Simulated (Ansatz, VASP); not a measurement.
**B: VASP beside Ansatz**

File INCAR:

```
SYSTEM = B
PREC = Accurate
ENCUT = 520
EDIFF = 1E-6
ISMEAR = -1
SIGMA = 0.1
LREAL = .False.
LASPH = .True.
NELM = 80
ALGO = Normal
ISIF = 2
LWAVE = .False.
LCHARG = .False.
GGA = RE
NBANDS = 14
```

Contents of KPOINTS:

```
Automatic mesh
0
Gamma
  23 23 2
  0 0 0
```

Contents of POSCAR:

```
B
1.0
    1.6993440559      0.0000000000      0.0000000000
   -0.8496720280      1.4716751222      0.0000000000
    0.0000000000      0.0000000000     21.4082574246
B
4
Direct
    1.0000000000      1.0000000000      0.0000000000
    1.0000000000      1.0000000000      0.5000000000
    0.3333333333      0.6666666667      0.2500000000
    0.6666666667      0.3333333333      0.7500000000
```

Input for Ansatz:

```yaml
crystal:
  lattice:
    - [1.6993440559, 0.0, 0.0]
    - [-0.849672028, 1.4716751222, 0.0]
    - [0.0, 0.0, 21.4082574246]
  atoms:
    - { symbol: B, position: [1.0, 1.0, 0.0] }
    - { symbol: B, position: [1.0, 1.0, 0.5] }
    - { symbol: B, position: [0.3333333333, 0.6666666667, 0.25] }
    - { symbol: B, position: [0.6666666667, 0.3333333333, 0.75] }
hamiltonian:
  xc: revpbe
  pseudopotentials:
    kind: paw
    azcp:
      B: "pseudopotentials/B.paw.azcp"
basis:
  ecutwfc: 420
  fft_grid_basis: typed
kpoints:
  mp_grid: { grid: [23, 23, 2], shift: [0, 0, 0] }
magnetization:
  spin_polarized: false
scf:
  occupations: { method: fermi_dirac, width: 0.1 }
  lower_state_search: "off"
output:
  stress: true
```

Alike in both runs: task single point; functional revPBE; k mesh 23 × 23 × 2; occupations fermi-dirac, width 0.1 eV; no spin polarisation.

```csv
,VASP,Ansatz
version,VASP 6.6.1,Ansatz 0.2.0
potentials or method,"VASP PAW PBE potentials, release 64 (B), cutoff 520 eV","plane waves (420 eV) with PAW, scalar-relativistic"
valence electrons in the cell,12,12
```

|  | VASP | Ansatz | Ansatz less VASP |
| --- | --- | --- | --- |
| pressure (GPa) | 4.0 | 4.1 | +0.10 |
| traceless stress, the component that is largest in VASP (GPa) | -4.01 | -4.04 | -0.025 |

VASP's potentials were made for PBE, not for revPBE. With one functional, cell and mesh, what is left measures potentials, basis and numerics.
